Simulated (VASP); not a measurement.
# Ga3Se (P4mm) in VASP: single point with PBEsol+D3(BJ)

Aim: the single point of Ga3Se with PBEsol+D3(BJ).

Everything below comes from runs of VASP 6.6.1. Logs are shortened: lines on timing, memory, paths and dates and some standing lists are left out, and cuts for length are marked.

## Step 1: The cell of the first run

It takes space group P4mm (No. 99, tetragonal). Conventional cell: a = 4.225 Å, b = 4.225 Å, c = 4.225 Å, α = 90.00°, β = 90.00°, γ = 90.00°. Within 3.9 Å of Ga (site symmetry 2mm) lie 4 Se at 2.94 to 3.03 Å and 8 Ga at 2.99 Å. Within 3.9 Å of Ga (site symmetry 4mm) lie 8 Ga at 2.99 Å and 4 Se at 2.99 Å. Within 3.9 Å of Se (site symmetry 4mm) lie 12 Ga at 2.94 to 3.03 Å.

## Step 2: Single point, PBEsol+D3(BJ) (atom 4 (Se) moved -0.067 Å along Cartesian [0 1 0])

The input, INCAR:

```
SYSTEM = Ga3Se
ALGO     = Normal         ! electronic algorithm
EDIFF    = 1E-6           ! SCF threshold, eV
ENCUT    = 520            ! plane-wave cutoff, eV
GGA      = PS             ! functional
ISIF     = 2              ! what is computed and relaxed
ISMEAR   = 0              ! smearing method
IVDW     = 12             ! dispersion correction
LASPH    = .True.         ! aspherical terms in the spheres
LCHARG   = .False.        ! write CHGCAR
LREAL    = .False.        ! projectors in reciprocal space
LWAVE    = .False.        ! write WAVECAR
NBANDS   = 30             ! bands
NELM     = 80             ! most SCF steps
PREC     = Accurate       ! precision mode
SIGMA    = 0.15           ! smearing width, eV
```

The input, KPOINTS:

```
k-points
0
Gamma
  12 12 12
  0 0 0
```

The input, POSCAR:

```
Ga3Se
1.0
    4.2249181734      0.0000000000      0.0000000000
    0.0000000000      4.2249181734      0.0000000000
    0.0000000000      0.0000000000      4.2249181734
Ga Se
3 1
Direct
    0.0000000000      0.5000000000      0.5000000000
    0.5000000000      0.0000000000      0.5000000000
    0.5000000000      0.5000000000      0.0000000000
    0.0000000000     -0.0157872880      0.0000000000
```

Potentials or basis: VASP PAW PBE potentials, release 64 (Ga_d, Se).

On the command line:

```bash
$ cat potpaw_PBE.64/Ga_d/POTCAR potpaw_PBE.64/Se/POTCAR > POTCAR
$ mpirun -np 1 vasp_std > vasp.out
```

OUTCAR:

```text
SYSTEM = Ga3Se
   EDIFF = 1E-6
   ENCUT = 520
   GGA = PS
   ISIF = 2
   ISMEAR = 0
   IVDW = 12
   LASPH = .True.
   LREAL = .False.
   NELM = 80
   PREC = Accurate
 IVDW          = 12

 ion  position               nearest neighbor table
   1  0.000  0.500  0.500-
   2  0.500  0.000  0.500-
   3  0.500  0.500  0.000-
   4  0.000  0.984  0.000-

  LATTYP: Found a simple cubic cell.
 ALAT       =     4.2249181734

  Lattice vectors:

 A1 = (   4.2249181734,   0.0000000000,   0.0000000000)
 A2 = (   0.0000000000,   4.2249181734,   0.0000000000)
 A3 = (   0.0000000000,   0.0000000000,   4.2249181734)

Analysis of symmetry for initial positions (statically):
=====================================================================
 Subroutine PRICEL returns:
 Original cell was already a primitive cell.

 Routine SETGRP: Setting up the symmetry group for a
 simple cubic supercell.

 Subroutine GETGRP returns: Found  8 space group operations
 (whereof  8 operations were pure point group operations)
 out of a pool of 48 trial point group operations.

The static configuration has the point symmetry C_4v.

Analysis of symmetry for dynamics (positions and initial velocities):
=====================================================================
 Subroutine PRICEL returns:
 Original cell was already a primitive cell.

 Routine SETGRP: Setting up the symmetry group for a
 simple cubic supercell.

 Subroutine GETGRP returns: Found  8 space group operations
 (whereof  8 operations were pure point group operations)
 out of a pool of 48 trial point group operations.

The dynamic configuration has the point symmetry C_4v.

 Subroutine INISYM returns: Found  8 space group operations
 (whereof  8 operations are pure point group operations),
 and found     1 'primitive' translations

----------------------------------------------------------------------------------------

                                     Primitive cell

  volume of cell :      75.4145

  direct lattice vectors                    reciprocal lattice vectors
     4.224918173  0.000000000  0.000000000     0.236690975  0.000000000  0.000000000
     0.000000000  4.224918173  0.000000000     0.000000000  0.236690975  0.000000000
     0.000000000  0.000000000  4.224918173     0.000000000  0.000000000  0.236690975

  length of vectors
     4.224918173  4.224918173  4.224918173     0.236690975  0.236690975  0.236690975

  position of ions in fractional coordinates (direct lattice)
     0.000000000  0.500000000  0.500000000
     0.500000000  0.000000000  0.500000000
     0.500000000  0.500000000  0.000000000
     0.000000000  0.984212712  0.000000000

  ion indices of the primitive-cell ions
   primitive index   ion index
                 1           1
                 2           2
                 3           3
                 4           4

----------------------------------------------------------------------------------------

 KPOINTS: k-points

Automatic generation of k-mesh.
 Grid dimensions read from file:
 generate k-points for:   12   12   12

 Generating k-lattice:

  Cartesian coordinates                     Fractional coordinates (reciprocal lattice)
     0.019724248  0.000000000  0.000000000     0.083333333  0.000000000  0.000000000
     0.000000000  0.019724248  0.000000000     0.000000000  0.083333333  0.000000000
     0.000000000  0.000000000  0.019724248     0.000000000  0.000000000  0.083333333

  Length of vectors
     0.019724248  0.019724248  0.019724248

  Shift w.r.t. Gamma in fractional coordinates (k-lattice)
     0.000000000  0.000000000  0.000000000

 Subroutine IBZKPT returns following result:
 ===========================================

 Found    196 irreducible k-points:

 Following reciprocal coordinates:
            Coordinates               Weight
  0.000000  0.000000  0.000000      1.000000
  0.083333  0.000000  0.000000      4.000000
  0.000000  0.083333  0.000000      2.000000
  0.166667  0.000000  0.000000      4.000000
  0.000000  0.166667  0.000000      2.000000
  0.250000  0.000000  0.000000      4.000000
[... 16 lines left out ...]
  0.000000  0.333333  0.083333      8.000000
  0.083333  0.000000  0.333333      8.000000
 [... further k-points ...]
   k-points           NKPTS =    196   k-points in BZ     NKDIM =    196   number of bands    NBANDS=     30
   number of dos      NEDOS =    301   number of ions     NIONS =      4
   total plane-waves  NPLWV =  32768
   dimension x,y,z NGX =    32 NGY =   32 NGZ =   32
   dimension x,y,z NGXF=    64 NGYF=   64 NGZF=   64
   ions per type =               3   1
   NGX,Y,Z   is equivalent  to a cutoff of  12.59, 12.59, 12.59 a.u.
   NGXF,Y,Z  is equivalent  to a cutoff of  25.18, 25.18, 25.18 a.u.
 SYSTEM =  Ga3Se
   PREC   = accura    normal or accurate (medium, high low for compatibility)
   ISTART =      0    job   : 0-new  1-cont  2-samecut
   ICHARG =      2    charge: 1-file 2-atom 10-const
   ISPIN  =      1    spin polarized calculation?
   LNONCOLLINEAR =      F non collinear calculations
   LSORBIT =      F    spin-orbit coupling
   LASPH  =      T    aspherical Exc in radial PAW
   ENCUT  =  520.0 eV  38.22 Ry    6.18 a.u.   7.86  7.86  7.86*2*pi/ulx,y,z
   NELM   =     80;   NELMIN=  2; NELMDL= -5     # of ELM steps
   EDIFF  = 0.1E-05   stopping-criterion for ELM
   LREAL  =      F    real-space projection
   EDIFFG = 0.1E-04   stopping-criterion for IOM
   NSW    =      0    number of steps for IOM
   IBRION =     -1    ionic relax: 0-MD 1-quasi-New 2-CG
   NFREE  =      0    steps in history (QN), initial steepest desc. (CG)
   ISIF   =      2    stress and relaxation
   ISYM   =      2    0-nonsym 1-usesym 2-fastsym
   POTIM  = 0.5000    time-step for ionic-motion
   TEBEG  =    0.0;   TEEND  =   0.0 temperature during run
   PSTRESS=    0.0 pullay stress
   NELECT =      45.0000    total number of electrons
   NUPDOWN=      -1.0000    fix difference up-down
   EMIN   =  10.00;   EMAX   =-10.00  energy-range for DOS
   EFERMI =   0.00;   METHOD = LEGACY
   ISMEAR =     0;   SIGMA  =   0.15  broadening in eV -4-tet -1-fermi 0-gaus
   EFERMI_NEDOS =   21; number of points for ismear=-14 and -15
   IALGO  =     38    algorithm
   IMIX   =      4    mixing-type and parameters
     AMIX     =   0.40;   BMIX     =  1.00
     AMIX_MAG =   1.60;   BMIX_MAG =  1.00
  volume/ion in A,a.u.               =      18.85       127.23
  Fermi-wavevector in a.u.,A,eV,Ry     =   1.378248  2.604511 25.845185  1.899568
  Thomas-Fermi vector in A             =   2.503327
   LORBIT       =      0    0 simple, 1 ext, 2 COOP (PROOUT), +10 PAW based schemes
   GGA     = PS    functional components
   LHFCALC =     F    Hartree Fock is set to
   AEXX    =    0.0000 exact exchange contribution
   IVDW    =    12    specifies the selected vdW correction
   LEPSILON=     F    determine dielectric tensor
   LRPA    =     F    only Hartree local field effects (RPA)
 non-spin polarized calculation
 Gauss-broadening in eV      SIGMA  =   0.15
  energy-cutoff  :      520.00
  volume of cell :       75.41
 maximum number of plane-waves:      2054
 NGX is ok and might be reduce to    32
   NGX = 15   NGY = 15   NGZ = 15

 number of electron      44.9999972 magnetization

 Free energy of the ion-electron system (eV)
  ---------------------------------------------------
  ext. energy  EPLUGINS =         0.00000000
  ---------------------------------------------------
  free energy    TOTEN  =       -14.00452544 eV

  energy without entropy =      -13.98681087  energy(sigma->0) =      -13.99566815

 E-fermi :   5.8547     XC(G=0): -11.1032

 val. band max:        5.8458862297   @ k =   0.3333   0.0833   0.4167
 cond. band min:       5.8574949828   @ k =   0.0833   0.3333   0.2500
 fundamental gap:      0.0116087531
 Fermi energy:         5.8547190516

 k-point     1 :       0.0000    0.0000    0.0000
  band No.  band energies     occupation
      1      -9.3167      2.00000
      2      -9.1994      2.00000
      3      -9.1988      2.00000
      4      -9.1988      2.00000
      5      -9.1290      2.00000
      6      -9.1280      2.00000
[... 22 lines left out ...]
     29      12.2515      0.00000
     30      13.1696      0.00000

 k-point     2 :       0.0833    0.0000    0.0000
  band No.  band energies     occupation
      1      -9.3061      2.00000
      2      -9.1975      2.00000
      3      -9.1946      2.00000
      4      -9.1940      2.00000
      5      -9.1275      2.00000
      6      -9.1248      2.00000
[... 22 lines left out ...]
     29      12.5226      0.00000
     30      13.2104      0.00000

 k-point     3 :       0.0000    0.0833    0.0000
  band No.  band energies     occupation
      1      -9.3060      2.00000
      2      -9.1981      2.00000
      3      -9.1940      2.00000
      4      -9.1940      2.00000
      5      -9.1282      2.00000
      6      -9.1240      2.00000
[... 22 lines left out ...]
     29      12.5229      0.00000
     30      13.2112      0.00000

 k-point     4 :       0.1667    0.0000    0.0000
  band No.  band energies     occupation
      1      -9.2765      2.00000
      2      -9.1937      2.00000
      3      -9.1803      2.00000
      4      -9.1797      2.00000
      5      -9.1250      2.00000
      6      -9.1135      2.00000
[... 22 lines left out ...]
     29      13.0715      0.00000
     30      13.3511      0.00000

 k-point     5 :       0.0000    0.1667    0.0000
  band No.  band energies     occupation
      1      -9.2765      2.00000
      2      -9.1944      2.00000
      3      -9.1798      2.00000
      4      -9.1798      2.00000
      5      -9.1258      2.00000
      6      -9.1127      2.00000
[... 22 lines left out ...]
     29      13.0742      0.00000
     30      13.3521      0.00000
[... 526 lines left out ...]
     29      13.3469      0.00000
     30      13.7697      0.00000

 k-point    22 :       0.3333    0.0833    0.0000
  band No.  band energies     occupation
      1      -9.1841      2.00000
      2      -9.1787      2.00000
      3      -9.1271      2.00000
      4      -9.1269      2.00000
      5      -9.1139      2.00000
      6      -9.0738      2.00000
[... 22 lines left out ...]
     29      12.5661      0.00000
     30      13.0690      0.00000

 k-point    23 :       0.0000    0.3333    0.0833
  band No.  band energies     occupation
      1      -9.1843      2.00000
      2      -9.1795      2.00000
      3      -9.1270      2.00000
      4      -9.1266      2.00000
      5      -9.1144      2.00000
      6      -9.0728      2.00000
[... 22 lines left out ...]
     29      12.5684      0.00000
     30      13.0715      0.00000

 k-point    24 :       0.0833    0.0000    0.3333
  band No.  band energies     occupation
      1      -9.1844      2.00000
      2      -9.1783      2.00000
      3      -9.1282      2.00000
      4      -9.1260      2.00000
      5      -9.1138      2.00000
      6      -9.0737      2.00000
[... 22 lines left out ...]
     29      12.5663      0.00000
     30      13.0680      0.00000

 [... further k-points ...]

------------------------ aborting loop because EDIFF is reached ----------------------------------------

 Edisp (eV)   -1.29476

 E8    (eV) :    -0.8763

  FORCE on cell =-STRESS in cart. coord.  units (eV):
  Direction    XX          YY          ZZ          XY          YZ          ZX
  --------------------------------------------------------------------------------------
  -------------------------------------------------------------------------------------
  Total       0.14140     0.11112     0.14140     0.00000     0.00000     0.00000
  in kB       3.00404     2.36071     3.00404     0.00000     0.00000     0.00000
  external pressure =        2.79 kB  Pullay stress =        0.00 kB

 VOLUME and BASIS-vectors are now :
 -----------------------------------------------------------------------------
  energy-cutoff  :      520.00
  volume of cell :       75.41
      direct lattice vectors                 reciprocal lattice vectors
     4.224918173  0.000000000  0.000000000     0.236690975  0.000000000  0.000000000
     0.000000000  4.224918173  0.000000000     0.000000000  0.236690975  0.000000000
     0.000000000  0.000000000  4.224918173     0.000000000  0.000000000  0.236690975

 POSITION                                       TOTAL-FORCE (eV/Angst)
 -----------------------------------------------------------------------------------
      0.00000      2.11246      2.11246        -0.000000     -0.079612     -0.000000
      2.11246      0.00000      2.11246         0.000000      0.086840     -0.000000
      2.11246      2.11246      0.00000         0.000000     -0.079612     -0.000000
      0.00000      4.15822      0.00000         0.000000      0.072385      0.000000
 -----------------------------------------------------------------------------------
    total drift:                                0.000000      0.000345      0.000000

  FREE ENERGIE OF THE ION-ELECTRON SYSTEM (eV)
  ---------------------------------------------------
  free  energy   TOTEN  =       -15.2992819371 eV

  energy  without entropy=      -15.2815673647  energy(sigma->0) =      -15.29042465
```

Run time: 6 min. Hardware: 1 thread of AMD EPYC 7R13, shared host; peak memory 0.46 GiB.

What came out:

```
Free energy                : -15.2993 eV
Pressure                   : 0.3 GPa
Largest force              : 0.087 eV/Å
Band gap on the k mesh     : zero (an odd number of electrons rules out a gap without spin polarisation)
Dispersion energy per atom : -0.324 eV
```

Forces in eV/Å, atoms in the order of the input:
```
Ga   0.000 -0.080  0.000
Ga   0.000  0.087  0.000
Ga   0.000 -0.080  0.000
Se   0.000  0.072  0.000
```

Caveat: the cell differs from its parent crystal (atom 4 (Se) moved -0.067 Å along Cartesian [0 1 0]); the PAW data sets were made with another functional, which shifts forces and pressure a little.
